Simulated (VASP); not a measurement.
# Al in VASP: notebook

The runs below take Al through single point, with PBEsol.

Everything below comes from runs of VASP 6.6.1. Logs are shortened: lines on timing, memory, paths and dates and some standing lists are left out, and cuts for length are marked.

## Step 1: The cell of the first run

The typed cell holds 4 atoms: a = 2.782 Å, b = 2.782 Å, c = 9.337 Å, α = 76.79°, β = 92.85°, γ = 109.47°.

## Step 2: Single point, PBEsol (the part above a cut slid along it)

Input file INCAR:

```
SYSTEM = Al
PREC     = Accurate       ! precision mode
ENCUT    = 520            ! plane-wave cutoff, eV
EDIFF    = 1E-6           ! SCF threshold, eV
ISMEAR   = 0              ! smearing method
SIGMA    = 0.15           ! smearing width, eV
LREAL    = .False.        ! projectors in reciprocal space
LASPH    = .True.         ! aspherical terms in the spheres
NELM     = 100            ! most SCF steps
ALGO     = Fast           ! electronic algorithm
ISIF     = 2              ! what is computed and relaxed
LWAVE    = .False.        ! write WAVECAR
LCHARG   = .True.         ! write CHGCAR
GGA      = PS             ! functional
LELF     = .True.         ! ELF
LVHAR    = .True.       
NBANDS   = 14             ! bands
```

Input file KPOINTS:

```
Automatic mesh
0
Gamma
  16 16 5
  0 0 0
```

Input file POSCAR:

```
Al
1.0
   -1.6063180831      1.6063180831     -1.6063180831
   -1.6063180831     -1.6063180831      1.6063180831
   -1.4456862748      5.3008496744      7.5496949908
Al
4
Direct
   -0.0875000000     -0.7000000000      0.8750000000
    0.4875000000      0.4000000000      0.1250000000
   -0.0375000000     -0.3000000000      0.3750000000
    0.4375000000      0.0000000000      0.6250000000
```

Potentials or basis: VASP PAW PBE potentials, release 64 (Al).

Launch:

```
$ cat potpaw_PBE.64/Al/POTCAR > POTCAR
$ mpirun -np 1 vasp_std > vasp.out
```

OUTCAR:

```text
SYSTEM = Al
   PREC = Accurate
   ENCUT = 520
   EDIFF = 1E-6
   ISMEAR = 0
   LREAL = .False.
   LASPH = .True.
   NELM = 100
   ISIF = 2
   GGA = PS

 ion  position               nearest neighbor table
   1  0.913  0.300  0.875-   2 2.78   2 2.78   4 2.78   4 2.78   2 2.96   4 3.21   4 3.21
   2  0.487  0.400  0.125-   1 2.78   1 2.78   3 2.78   3 2.78   1 2.96   3 3.21   3 3.21
   3  0.962  0.700  0.375-   2 2.78   4 2.78   4 2.78   2 2.78   2 3.21   4 3.21   4 3.21   2 3.21

   4  0.438  0.000  0.625-   3 2.78   1 2.78   3 2.78   1 2.78   1 3.21   3 3.21   1 3.21   3 3.21

  LATTYP: Found a triclinic cell.
 ALAT       =     2.7822245330
 B/A-ratio  =     1.1547005384
 C/A-ratio  =     3.2756678709
 COS(alpha) =     0.0176254215
 COS(beta)  =     0.0712322929
 COS(gamma) =     0.5773502692

  Lattice vectors:

 A1 = (  -1.6063180831,  -1.6063180831,   1.6063180831)
 A2 = (  -3.2126361662,   0.0000000000,   0.0000000000)
 A3 = (  -0.1606318083,  -6.9071677575,  -5.9433769077)

Analysis of symmetry for initial positions (statically):
=====================================================================
 Subroutine PRICEL returns:
 Original cell was already a primitive cell.

 Routine SETGRP: Setting up the symmetry group for a
 triclinic supercell.

 Subroutine GETGRP returns: Found  2 space group operations
 (whereof  1 operations were pure point group operations)
 out of a pool of  2 trial point group operations.

The static configuration has the point symmetry C_1 .
 The point group associated with its full space group is S_2 .

Analysis of symmetry for dynamics (positions and initial velocities):
=====================================================================
 Subroutine PRICEL returns:
 Original cell was already a primitive cell.

 Routine SETGRP: Setting up the symmetry group for a
 triclinic supercell.

 Subroutine GETGRP returns: Found  2 space group operations
 (whereof  1 operations were pure point group operations)
 out of a pool of  2 trial point group operations.

The dynamic configuration has the point symmetry C_1 .
 The point group associated with its full space group is S_2 .

 Subroutine INISYM returns: Found  2 space group operations
 (whereof  1 operations are pure point group operations),
 and found     1 'primitive' translations

----------------------------------------------------------------------------------------

                                     Primitive cell

  volume of cell :      66.3154

  direct lattice vectors                    reciprocal lattice vectors
    -1.606318083  1.606318083 -1.606318083    -0.311270853  0.147853655 -0.163417198
[... 107 lines left out ...]
   IALGO  =     68    algorithm
   IMIX   =      4    mixing-type and parameters
     AMIX     =   0.40;   BMIX     =  1.00
     AMIX_MAG =   1.60;   BMIX_MAG =  1.00
  volume/ion in A,a.u.               =      16.58       111.88
  Fermi-wavevector in a.u.,A,eV,Ry     =   0.925970  1.749830 11.665920  0.857421
  Thomas-Fermi vector in A             =   2.051882
   LORBIT       =      0    0 simple, 1 ext, 2 COOP (PROOUT), +10 PAW based schemes
   GGA     = PS    functional components
   LHFCALC =     F    Hartree Fock is set to
   AEXX    =    0.0000 exact exchange contribution
   IVDW    =     0    specifies the selected vdW correction
   LEPSILON=     F    determine dielectric tensor
   LRPA    =     F    only Hartree local field effects (RPA)
 non-spin polarized calculation
 RMM-DIIS sequential band-by-band and
 Gauss-broadening in eV      SIGMA  =   0.15
  energy-cutoff  :      520.00
  volume of cell :       66.32
 maximum number of plane-waves:      1807
 NGX is ok and might be reduce to    24
   NGX = 11   NGY = 11   NGZ = 35

 number of electron      12.0000000 magnetization

 Free energy of the ion-electron system (eV)
  ---------------------------------------------------
  ext. energy  EPLUGINS =         0.00000000
  ---------------------------------------------------
  free energy    TOTEN  =       -16.01489812 eV

  energy without entropy =      -15.99449015  energy(sigma->0) =      -16.00469413

 E-fermi :   7.8815     XC(G=0): -10.2408

 val. band max:        7.8796992456   @ k =   0.0625   0.3750   0.4000
 cond. band min:       7.8818427270   @ k =   0.4375  -0.1250   0.2000
 fundamental gap:      0.0021434814
 Fermi energy:         7.8815313377

 k-point     1 :       0.0000    0.0000    0.0000
  band No.  band energies     occupation
      1      -3.1963      2.00000
      2      -1.4147      2.00000
      3      -1.4139      2.00000
      4       3.5881      2.00000
      5       4.0475      2.00000
      6      12.1488      0.00000
      7      12.1775      0.00000
      8      16.0866      0.00000
      9      16.1715      0.00000
     10      17.1033      0.00000
     11      17.2185      0.00000
     12      17.7962      0.00000
     13      18.0168      0.00000
     14      18.2798      0.00000
[... 377 lines left out ...]
      1      -2.8860      2.00000
      2      -1.2403      2.00000
      3      -0.9753      2.00000
      4       3.7631      2.00000
      5       4.4625      2.00000
      6      12.0456      0.00000
      7      12.7659      0.00000
      8      13.1642      0.00000
      9      14.2830      0.00000
     10      15.1966      0.00000
     11      17.1176      0.00000
     12      17.8755      0.00000
     13      18.1294      0.00000
     14      18.3676      0.00000

 [... further k-points ...]

------------------------ aborting loop because EDIFF is reached ----------------------------------------

  FORCE on cell =-STRESS in cart. coord.  units (eV):
  Direction    XX          YY          ZZ          XY          YZ          ZX
  --------------------------------------------------------------------------------------
  -------------------------------------------------------------------------------------
  Total       -0.1467883      0.2505529      0.1050352     -0.1088683     -0.2412936     -0.0587086
  in kB       -3.5463982      6.0533433      2.5376443     -2.6302526     -5.8296396     -1.4183965
  external PRESSURE =       1.6815298 kB  Pullay stress =       0.0000000 kB

 VOLUME and BASIS-vectors are now :
 -----------------------------------------------------------------------------
  energy-cutoff  :      520.00
  volume of cell :       66.32
      direct lattice vectors                 reciprocal lattice vectors
    -1.606318083  1.606318083 -1.606318083    -0.311270853  0.147853655 -0.163417198
    -1.606318083 -1.606318083  1.606318083    -0.311270853 -0.217889597  0.093381256
    -1.445686275  5.300849674  7.549694991     0.000000000  0.077817713  0.077817713

 POSITION                                       TOTAL-FORCE (eV/Angst)
 -----------------------------------------------------------------------------------
     -3.21264      5.62211      5.62211         0.089987     -0.031077     -0.025357
     -1.60632      0.80316      0.80316        -0.089987      0.031077      0.025357
     -3.21264      2.40948      2.40948         0.004988      0.009360     -0.027327
     -1.60632      4.01580      4.01580        -0.004988     -0.009360      0.027327
 -----------------------------------------------------------------------------------
    total drift:                               -0.000000      0.000000     -0.000000

  FREE ENERGIE OF THE ION-ELECTRON SYSTEM (eV)
  ---------------------------------------------------
  free  energy   TOTEN  =       -16.0148981206 eV

  energy  without entropy=      -15.9944901455  energy(sigma->0) =      -16.00469413
```

stdout:

```text
POSCAR found type information on POSCAR Al
 POSCAR found :  1 types and       4 ions
 scaLAPACK will be used
 -----------------------------------------------------------------------------
|                                                                             |
|                                                                             |
|     You enforced a specific xc type in the INCAR file but a different       |
|     I HOPE YOU KNOW WHAT YOU ARE DOING!                                     |
|                                                                             |
 -----------------------------------------------------------------------------

 LDA part: xc-table for (Slater+PW92), standard interpolation
 POSCAR, INCAR and KPOINTS ok, starting setup
 FFT: planning ... GRIDC
 FFT: planning ... GRID_SOFT
 FFT: planning ... GRID
 WAVECAR not read
 entering main loop
```

It took 6.4 min on 1 thread of AMD EPYC 7R13 (Zen 3), shared host; peak memory 0.49 GiB.

What came out:

```yaml
Free_energy: -16.0149 eV
Pressure: 0.2 GPa
Largest_force: 0.099 eV/Å
Band_gap_on_the_k_mesh: zero (bands 6 and 7 overlap by 6.49 eV)
```

Forces in eV/Å, atoms in the order of the input:
```
Al   0.090 -0.031 -0.025
Al  -0.090  0.031  0.025
Al   0.005  0.009 -0.027
Al  -0.005 -0.009  0.027
```

Stress tensor (GPa, compression positive):
```
-0.35 -0.26 -0.14
-0.26  0.61 -0.58
-0.14 -0.58  0.25
```

Levels at points of the mesh, in eV from the Fermi level:
| k point | band 2 | band 3 | band 4 | band 5 | band 6 | band 7 | band 8 | band 9 | band 10 | band 11 |
| --- | --- | --- | --- | --- | --- | --- | --- | --- | --- | --- |
| (0.00, 0.00, 0.00) | -9.30 | -9.30 | -4.29 | -3.83 | 4.27 | 4.30 | 8.21 | 8.29 | 9.22 | 9.34 |
| (0.50, 0.00, 0.00) | -5.76 | -4.41 | -4.17 | -4.05 | -3.60 | 0.48 | 0.62 | 1.46 | 1.55 | 7.43 |
| (0.00, 0.50, 0.00) | -5.47 | -5.23 | -5.12 | -2.59 | -2.28 | -1.52 | -1.22 | 3.79 | 3.98 | 5.40 |
| (0.50, 0.50, 0.00) | -3.88 | -3.34 | -3.19 | -1.21 | -0.88 | 0.18 | 0.86 | 2.25 | 2.31 | 4.02 |

Caveat: the cell differs from its parent crystal (the part above a cut slid along it); the PAW data sets were made with another functional, which shifts forces and pressure a little.

[end of part 1 of 2]
